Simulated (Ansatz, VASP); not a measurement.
## CuI: VASP beside Ansatz

INCAR

```
  PREC = Accurate
  ENCUT = 520
  EDIFF = 1E-6
  ISMEAR = 0
  SIGMA = 0.01
  LREAL = F
  LASPH = T
  NELM = 80
  ALGO = Normal
  ISIF = 2
  LWAVE = F
  LCHARG = F
  GGA = PE
  NBANDS = 26
```

Contents of KPOINTS:

```
regular mesh
0
Gamma
  6 6 4
```

File POSCAR:

```
CuI
1.0
    4.0551101505      0.0000000000      0.0000000000
    0.0000000000      4.0551101505      0.0000000000
    0.0000000000      0.0000000000      6.3456839476
Cu I
2 2
Direct
    0.5000000000      0.5000000000      0.0000000000
    0.0000000000      0.0000000000      0.0000000000
    0.5000000000      0.0000000000      0.2667094035
    0.0000000000      0.5000000000      0.7332905965
```

Input for Ansatz:

```yaml
crystal:
  lattice:
    - [4.0551101505, 0.0, 0.0]
    - [0.0, 4.0551101505, 0.0]
    - [0.0, 0.0, 6.3456839476]
  atoms:
    - { symbol: Cu, position: [0.5, 0.5, 0.0] }
    - { symbol: Cu, position: [0.0, 0.0, 0.0] }
    - { symbol: I, position: [0.5, 0.0, 0.2667094035] }
    - { symbol: I, position: [0.0, 0.5, 0.7332905965] }
kpoints:
  mp_grid: { grid: [6, 6, 4] }
  band_path:
    path:
      - [0.0, 0.0, 0.0]
      - [0.0, 0.5, 0.0]
      - [0.5, 0.5, 0.0]
      - [0.0, 0.0, 0.5]
      - [0.0, 0.5, 0.5]
      - [0.5, 0.5, 0.5]
    npoints: 1
hamiltonian:
  xc: pbe
scf:
  occupations: { method: fixed }
  n_extra_bands: 5
output:
  forces: true
  stress: true
  eigenvalues: true
```

Alike in both runs: task single point; functional PBE; k mesh 6 × 6 × 4; no spin polarisation.

```csv
,VASP,Ansatz
version,VASP 6.6.1,Ansatz 0.2.0
potentials or method,"VASP PAW PBE potentials, release 64 (Cu, I)","plane waves, PAW"
plane-wave cutoff (eV),520,420
occupations,"gaussian, width 0.01 eV",fixed
valence electrons in the cell,36,72
```

Ansatz gave:

| Property | Result |
| --- | --- |
| gap on the k mesh at the Fermi level (eV) | 1.58 |
| pressure (GPa) | 2.2 |
| traceless stress, the component that is largest in VASP (GPa) | 0.15 |
| rms of the force components (eV/Å) | 0.061 |

Estimate VASP's values.

gap on the k mesh at the Fermi level (eV): 1.59; pressure (GPa): 2.3; traceless stress, the component that is largest in VASP (GPa): 0.13; rms of the force components (eV/Å): 0.064.

Atom by atom the forces differ by 0.004 eV/Å (rms over components). VASP's potentials hold 36 valence electrons a cell and Ansatz's 72, so a difference there can come from the potentials and not from the codes.

Spin-orbit coupling is off throughout.
